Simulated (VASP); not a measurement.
# Ti4Al12H (a cell with a defect) in VASP: a series of runs

Runs on Ti4Al12H (a cell with a defect). Level: PBE. Tasks: single point.

Everything below comes from runs of VASP 6.6.1. Logs are shortened: lines on timing, memory, paths and dates and some standing lists are left out, and cuts for length are marked.

## 1. The cell of the first run

The cell holds a defect, 17 atoms: a = 6.893 Å, b = 6.893 Å, c = 6.893 Å, α = 109.47°, β = 109.47°, γ = 109.47°.

## 2. Single point, PBE

Contents of INCAR:

```
PREC = Accurate ; ENCUT = 520
EDIFF = 1E-6 ; ISMEAR = 0
SIGMA = 0.1 ; LREAL = Auto
LASPH = T ; NELM = 60
ALGO = Normal ; ISIF = 2
LWAVE = F ; LCHARG = F
GGA = PE ; NBANDS = 56
```

Contents of KPOINTS:

```
Automatic mesh
0
Gamma
  4 4 4
  0.5 0.5 0.5
```

Contents of POSCAR:

```
Ti4Al12H
1.0
   -3.9797267063      3.9797267063      3.9797267063
    3.9797267063     -3.9797267063      3.9797267063
    3.9797267063      3.9797267063     -3.9797267063
Ti Al H
4 12 1
Direct
    0.4902305218      0.4881115321      0.0000090458
    0.0119192858      0.0097994166      0.0000089202
   -0.0001031478      0.5001389912      0.5000041829
    0.4998867125      0.0001290290      0.5000044342
    0.2500488283      0.2499912867      0.4999989062
    0.7500586649      0.7500012489      0.5000168722
    0.7511723092      0.2492091978      0.0000037691
    0.2508286558      0.7488847149      0.0000037691
    0.2495260537      0.5086388211      0.2581307903
    0.7511103703     -0.0041334497      0.2469302725
    0.7512946794      0.5038191434      0.7550689336
    0.2484519850     -0.0133981562      0.7350220796
    0.5134522169      0.2515768227      0.2649972166
   -0.0037699825      0.7487590782      0.2449442065
   -0.0086017213      0.2505061462      0.7418701629
    0.5041844951      0.7489459000      0.7530837470
    0.2699004427      0.2301813837      0.0000648286
```

Potentials or basis: VASP PAW PBE potentials, release 64 (Ti_sv, Al, H).

On the command line:

```
> cat potpaw_PBE.64/Ti_sv/POTCAR potpaw_PBE.64/Al/POTCAR potpaw_PBE.64/H/POTCAR > POTCAR
> mpirun -np 1 vasp_std > vasp.out
```

OUTCAR:

```text
PREC = Accurate
   ENCUT = 520
   EDIFF = 1E-6
   ISMEAR = 0
   LREAL = Auto
   LASPH = T
   NELM = 60
   ISIF = 2
   GGA = PE

 ion  position               nearest neighbor table
   1  0.490  0.488  0.000-   9 2.81  15 2.81   7 2.81   6 2.82   5 2.82   8 2.82  12 2.83  13 2.83
                            14 2.85  11 2.85  10 2.86  16 2.86
   2  0.012  0.010  0.000-   9 2.81  15 2.81   8 2.81   5 2.82   6 2.82   7 2.82  12 2.83  13 2.83
                            14 2.85  11 2.85  10 2.86  16 2.86
   3  1.000  0.500  0.500-  13 2.74  12 2.74  15 2.77   9 2.77   6 2.81   8 2.81   7 2.81   5 2.82
                            11 2.83  14 2.83  10 2.84  16 2.84
   4  0.500  0.000  0.500-  12 2.74  13 2.74   9 2.77  15 2.77   5 2.81   7 2.81   8 2.81   6 2.82
                            14 2.83  11 2.83  16 2.84  10 2.84
   5  0.250  0.250  0.500-  13 2.81  12 2.81  10 2.81  16 2.81   4 2.81   2 2.82   1 2.82   3 2.82
                             9 2.82  15 2.82  14 2.82  11 2.82
   6  0.750  0.750  0.500-  12 2.81  13 2.81  16 2.81  10 2.81   3 2.81   2 2.82   1 2.82   4 2.82
                            15 2.82   9 2.82  11 2.82  14 2.82
   7  0.751  0.249  0.000-   9 2.81  15 2.81  11 2.81  14 2.81   4 2.81   3 2.81   1 2.81  16 2.82
                            10 2.82   2 2.82  13 2.83  12 2.83
   8  0.251  0.749  0.000-   9 2.81  15 2.81  11 2.81  14 2.81   3 2.81   4 2.81   2 2.81  16 2.82
                            10 2.82   1 2.82  13 2.83  12 2.83
   9  0.250  0.509  0.258-   4 2.77   3 2.77  14 2.78  16 2.79   7 2.81   8 2.81   1 2.81   2 2.81
                             5 2.82   6 2.82  15 2.91  13 2.93
  10  0.751  0.996  0.247-  14 2.77  13 2.78  16 2.78  15 2.79   5 2.81   6 2.81   7 2.82   8 2.82
                             3 2.84   4 2.84   2 2.86   1 2.86
  11  0.751  0.504  0.755-  14 2.76  13 2.76  16 2.77  15 2.78   8 2.81   7 2.81   6 2.82   5 2.82
                             3 2.83   4 2.83   2 2.85   1 2.85
  12  0.248  0.987  0.735-  17 1.95   4 2.74   3 2.74  14 2.76  16 2.78   6 2.81   5 2.81   1 2.83
                             2 2.83   8 2.83   7 2.83  15 2.93  13 2.98
  13  0.513  0.252  0.265-  17 1.95   3 2.74   4 2.74  11 2.76  10 2.78   5 2.81   6 2.81   1 2.83
                             2 2.83   8 2.83   7 2.83   9 2.93  12 2.98
  14  0.996  0.749  0.245-  11 2.76  12 2.76  10 2.77   9 2.78   8 2.81   7 2.81   5 2.82   6 2.82
                             4 2.83   3 2.83   2 2.85   1 2.85
  15  0.991  0.251  0.742-   3 2.77   4 2.77  11 2.78  10 2.79   7 2.81   8 2.81   1 2.81   2 2.81
                             6 2.82   5 2.82   9 2.91  12 2.93
  16  0.504  0.749  0.753-  11 2.77  12 2.78  10 2.78   9 2.79   6 2.81   5 2.81   7 2.82   8 2.82
                             4 2.84   3 2.84   2 2.86   1 2.86
  17  0.270  0.230  0.000-  13 1.95  12 1.95

  LATTYP: Found a body centered cubic cell.
 ALAT       =     7.9594534126

  Lattice vectors:

 A1 = (  -3.9797267063,   3.9797267063,   3.9797267063)
 A2 = (   3.9797267063,  -3.9797267063,   3.9797267063)
 A3 = (   3.9797267063,   3.9797267063,  -3.9797267063)

Analysis of symmetry for initial positions (statically):
=====================================================================
 Subroutine PRICEL returns:
 Original cell was already a primitive cell.

 Routine SETGRP: Setting up the symmetry group for a
 body centered cubic supercell.

 Subroutine GETGRP returns: Found  1 space group operations
 (whereof  1 operations were pure point group operations)
 out of a pool of 48 trial point group operations.

The static configuration has the point symmetry C_1 .

Analysis of symmetry for dynamics (positions and initial velocities):
=====================================================================
 Subroutine PRICEL returns:
 Original cell was already a primitive cell.

 Routine SETGRP: Setting up the symmetry group for a
 body centered cubic supercell.

 Subroutine GETGRP returns: Found  1 space group operations
 (whereof  1 operations were pure point group operations)
 out of a pool of 48 trial point group operations.

The dynamic configuration has the point symmetry C_1 .

 Subroutine INISYM returns: Found  1 space group operations
 (whereof  1 operations are pure point group operations),
 and found     1 'primitive' translations

----------------------------------------------------------------------------------------

                                     Primitive cell

  volume of cell :     252.1272

[... 54 lines left out ...]

 Generating k-lattice:

  Cartesian coordinates                     Fractional coordinates (reciprocal lattice)
     0.000000000  0.031409192  0.031409192     0.250000000  0.000000000  0.000000000
     0.031409192  0.000000000  0.031409192     0.000000000  0.250000000  0.000000000
     0.031409192  0.031409192  0.000000000     0.000000000  0.000000000  0.250000000

  Length of vectors
     0.044419305  0.044419305  0.044419305

  Shift w.r.t. Gamma in fractional coordinates (k-lattice)
     0.500000000  0.500000000  0.500000000

 Subroutine IBZKPT returns following result:
 ===========================================

 Found     32 irreducible k-points:

 Following reciprocal coordinates:
            Coordinates               Weight
  0.125000  0.125000  0.125000      2.000000
  0.375000 -0.125000 -0.125000      2.000000
  0.125000  0.125000 -0.375000      2.000000
 -0.125000  0.375000 -0.125000      2.000000
  0.375000  0.125000  0.125000      2.000000
  0.125000  0.375000  0.125000      2.000000
[... 16 lines left out ...]
  0.375000  0.125000 -0.125000      2.000000
 -0.125000  0.125000  0.375000      2.000000
 [... further k-points ...]
   k-points           NKPTS =     32   k-points in BZ     NKDIM =     32   number of bands    NBANDS=     56
   number of dos      NEDOS =    301   number of ions     NIONS =     17
   total plane-waves  NPLWV = 157464
   dimension x,y,z NGX =    54 NGY =   54 NGZ =   54
   dimension x,y,z NGXF=   108 NGYF=  108 NGZF=  108
   ions per type =               4  12   1
   NGX,Y,Z   is equivalent  to a cutoff of  13.02, 13.02, 13.02 a.u.
   NGXF,Y,Z  is equivalent  to a cutoff of  26.05, 26.05, 26.05 a.u.
 SYSTEM =  unknown system
   PREC   = accura    normal or accurate (medium, high low for compatibility)
   ISTART =      0    job   : 0-new  1-cont  2-samecut
   ICHARG =      2    charge: 1-file 2-atom 10-const
   ISPIN  =      1    spin polarized calculation?
   LNONCOLLINEAR =      F non collinear calculations
   LSORBIT =      F    spin-orbit coupling
   LASPH  =      T    aspherical Exc in radial PAW
   ENCUT  =  520.0 eV  38.22 Ry    6.18 a.u.  12.82 12.82 12.82*2*pi/ulx,y,z
   NELM   =     60;   NELMIN=  2; NELMDL= -5     # of ELM steps
   EDIFF  = 0.1E-05   stopping-criterion for ELM
   LREAL  =      T    real-space projection
   EDIFFG = 0.1E-04   stopping-criterion for IOM
   NSW    =      0    number of steps for IOM
   IBRION =     -1    ionic relax: 0-MD 1-quasi-New 2-CG
   NFREE  =      0    steps in history (QN), initial steepest desc. (CG)
   ISIF   =      2    stress and relaxation
   ISYM   =      2    0-nonsym 1-usesym 2-fastsym
   POTIM  = 0.5000    time-step for ionic-motion
   TEBEG  =    0.0;   TEEND  =   0.0 temperature during run
   PSTRESS=    0.0 pullay stress
   NELECT =      85.0000    total number of electrons
   NUPDOWN=      -1.0000    fix difference up-down
   EMIN   =  10.00;   EMAX   =-10.00  energy-range for DOS
   EFERMI =   0.00;   METHOD = LEGACY
   ISMEAR =     0;   SIGMA  =   0.10  broadening in eV -4-tet -1-fermi 0-gaus
   EFERMI_NEDOS =   21; number of points for ismear=-14 and -15
   IALGO  =     38    algorithm
   IMIX   =      4    mixing-type and parameters
     AMIX     =   0.40;   BMIX     =  1.00
     AMIX_MAG =   1.60;   BMIX_MAG =  1.00
  volume/ion in A,a.u.               =      14.83       100.08
  Fermi-wavevector in a.u.,A,eV,Ry     =   1.139396  2.153146 17.663389  1.298222
  Thomas-Fermi vector in A             =   2.276099
   LORBIT       =      0    0 simple, 1 ext, 2 COOP (PROOUT), +10 PAW based schemes
   GGA     = PE    functional components
   LHFCALC =     F    Hartree Fock is set to
   AEXX    =    0.0000 exact exchange contribution
   IVDW    =     0    specifies the selected vdW correction
   LEPSILON=     F    determine dielectric tensor
   LRPA    =     F    only Hartree local field effects (RPA)
 non-spin polarized calculation
 Gauss-broadening in eV      SIGMA  =   0.10
  energy-cutoff  :      520.00
  volume of cell :      252.13
 maximum number of plane-waves:      6798
 NGX is ok and might be reduce to    54
   NGX = 25   NGY = 25   NGZ = 25

 number of electron      84.9999995 magnetization

 Free energy of the ion-electron system (eV)
  ---------------------------------------------------
  ext. energy  EPLUGINS =         0.00000000
  ---------------------------------------------------
  free energy    TOTEN  =       -84.55819110 eV

  energy without entropy =      -84.49853988  energy(sigma->0) =      -84.52836549

 E-fermi :   8.9916     XC(G=0): -10.8020

 val. band max:        8.9915772085   @ k =   0.1250   0.3750   0.1250
 cond. band min:       9.0233654395   @ k =   0.1250   0.3750  -0.3750
 fundamental gap:      0.0317882310
 Fermi energy:         8.9915794765

 k-point     1 :       0.1250    0.1250    0.1250
  band No.  band energies     occupation
      1     -48.0014      2.00000
      2     -48.0003      2.00000
      3     -47.9675      2.00000
      4     -47.9669      2.00000
      5     -24.3740      2.00000
      6     -24.3479      2.00000
[... 1357 lines left out ...]
     53      10.9325      0.00000
     54      10.9955      0.00000

 [... further k-points ...]

 [bands above 54 left out]

------------------------ aborting loop because EDIFF is reached ----------------------------------------

  FORCE on cell =-STRESS in cart. coord.  units (eV):
  Direction    XX          YY          ZZ          XY          YZ          ZX
  --------------------------------------------------------------------------------------
  -------------------------------------------------------------------------------------
  Total        2.6449313      2.6454852      1.1021694      0.0161011      0.0004180     -0.0004940
  in kB       16.8075821     16.8111017      7.0038880      0.1023165      0.0026560     -0.0031390
  external PRESSURE =      13.5408573 kB  Pullay stress =       0.0000000 kB

 VOLUME and BASIS-vectors are now :
 -----------------------------------------------------------------------------
  energy-cutoff  :      520.00
  volume of cell :      252.13
      direct lattice vectors                 reciprocal lattice vectors
    -3.979726706  3.979726706  3.979726706     0.000000000  0.125636768  0.125636768
     3.979726706 -3.979726706  3.979726706     0.125636768  0.000000000  0.125636768
     3.979726706  3.979726706 -3.979726706     0.125636768  0.125636768  0.000000000

 POSITION                                       TOTAL-FORCE (eV/Angst)
 -----------------------------------------------------------------------------------
     -0.00840      0.00847      3.89350         0.003519     -0.001986      0.038306
     -0.00840      0.00847      0.08640         0.003651     -0.002062     -0.038063
      0.00098      3.97878      3.97985        -0.005880      0.005500     -0.000183
      0.00098      3.97878      0.00004        -0.005910      0.005495      0.000523
      1.98963      1.99009      0.00016         0.003421     -0.002807     -0.000157
      1.98970      1.99016      3.97990         0.002529     -0.003630     -0.000253
[... 9 lines left out ...]
      3.97115      2.02298      1.99005         0.005536     -0.006138     -0.000140
     -0.15781      0.15833      1.98993        -0.020180      0.019934      0.000417
 -----------------------------------------------------------------------------------
    total drift:                               -0.010260      0.012794     -0.001758

  FREE ENERGIE OF THE ION-ELECTRON SYSTEM (eV)
  ---------------------------------------------------
  free  energy   TOTEN  =       -84.5581910954 eV

  energy  without entropy=      -84.4985398820  energy(sigma->0) =      -84.52836549
```

Run time: 10 min. Hardware: 1 thread of Intel Xeon 6975P-C (Granite Rapids), shared host; peak memory 0.55 GiB.

Results:

| Property | Result |
| --- | --- |
| Free energy | -84.5582 eV |
| Pressure | 1.4 GPa |
| Largest force | 0.039 eV/Å |

Forces on the atoms (eV/Å):
```
Ti   0.004 -0.002  0.038
Ti   0.004 -0.002 -0.038
Ti  -0.006  0.005  0.000
Ti  -0.006  0.005  0.001
Al   0.003 -0.003  0.000
Al   0.003 -0.004  0.000
Al   0.002 -0.002 -0.001
Al   0.001 -0.001  0.000
Al   0.012 -0.005  0.000
Al   0.006 -0.006  0.000
Al  -0.003  0.001  0.000
Al  -0.004  0.003  0.000
Al  -0.003  0.003  0.000
Al  -0.001  0.003  0.000
Al   0.005 -0.012  0.000
Al   0.006 -0.006  0.000
H   -0.020  0.020  0.000
```

Stress tensor (GPa, compression positive):
```
1.68 0.01 0.00
0.01 1.68 0.00
0.00 0.00 0.70
```

## 3. Single point, PBE

Contents of INCAR:

```
SYSTEM = Ti4Al12H
  ALGO = Normal
  EDIFF = 1E-6
  ENCUT = 520
  GGA = PE
  ISIF = 2
  ISMEAR = 0
  LASPH = .True.
  LCHARG = .False.
  LREAL = Auto
  LWAVE = .False.
  NBANDS = 56
  NELM = 60
  PREC = Accurate
  SIGMA = 0.1
```

KPOINTS is that of step 2.

Contents of POSCAR:

```
Ti4Al12H
1.0
   -3.9797267063      3.9797267063      3.9797267063
    3.9797267063     -3.9797267063      3.9797267063
    3.9797267063      3.9797267063     -3.9797267063
Ti Al H
4 12 1
Direct
    0.4902099174      0.4868398367      0.0000118099
    0.0132540508      0.0098774370      0.0000128150
   -0.0001020171      0.5001697722      0.4999999113
    0.4998770385      0.0001486283      0.4999977754
    0.2500169166      0.2500171679      0.5000227772
    0.7500021284      0.7500020027      0.4999962678
    0.7517685813      0.2487410752      0.0000000000
    0.2512805712      0.7482258757     -0.0000003769
    0.2493460163      0.5080247085      0.2573419171
    0.7514296133     -0.0044490492      0.2469668328
    0.7520586766      0.5039230450      0.7559657288
    0.2473355767     -0.0153196449      0.7319836800
    0.5154279807      0.2526742599      0.2680701663
   -0.0038959962      0.7479776175      0.2440663824
   -0.0079785629      0.2506610563      0.7426545133
    0.5044531065      0.7486052988      0.7530434176
    0.2797537575      0.2204751896      0.0001094296
```

Potentials or basis: VASP PAW PBE potentials, release 64 (Ti_sv, Al, H).

On the command line:

```
> cat potpaw_PBE.64/Ti_sv/POTCAR potpaw_PBE.64/Al/POTCAR potpaw_PBE.64/H/POTCAR > POTCAR
> mpirun -np 1 vasp_std > vasp.out
```

Wall time 11 min (1 thread of Intel Xeon 6975P-C (Granite Rapids), shared host); peak memory 0.55 GiB.

Results (log left out):

```
Free energy   : -84.5597 eV
Pressure      : 1.4 GPa
Largest force : 0.017 eV/Å
```

Forces in eV/Å, atoms in the order of the input:
```
Ti  -0.002  0.002  0.016
Ti  -0.001  0.002 -0.017
Ti  -0.008  0.008 -0.003
Ti  -0.008  0.008 -0.002
Al   0.000 -0.001  0.001
Al   0.001  0.000  0.000
Al   0.001 -0.001  0.001
Al   0.003 -0.003  0.000
Al   0.001  0.000  0.000
Al   0.000 -0.002  0.001
Al   0.002 -0.003  0.001
Al   0.003  0.000  0.000
Al   0.001 -0.006  0.000
Al   0.003 -0.002  0.001
Al   0.001 -0.002  0.000
Al   0.002  0.000  0.001
H    0.001 -0.001 -0.001
```

Stress tensor (GPa, compression positive):
```
1.80 0.04 0.00
0.04 1.80 0.00
0.00 0.00 0.68
```

Levels at points of the mesh, in eV from the Fermi level:
```tsv
k point	band 38	band 39	band 40	band 41	band 42	band 43	band 44	band 45	band 46	band 47
(0.12, 0.12, 0.12)	-1.41	-1.31	-1.20	-0.13	-0.10	0.00	0.05	0.07	0.41	0.52
```
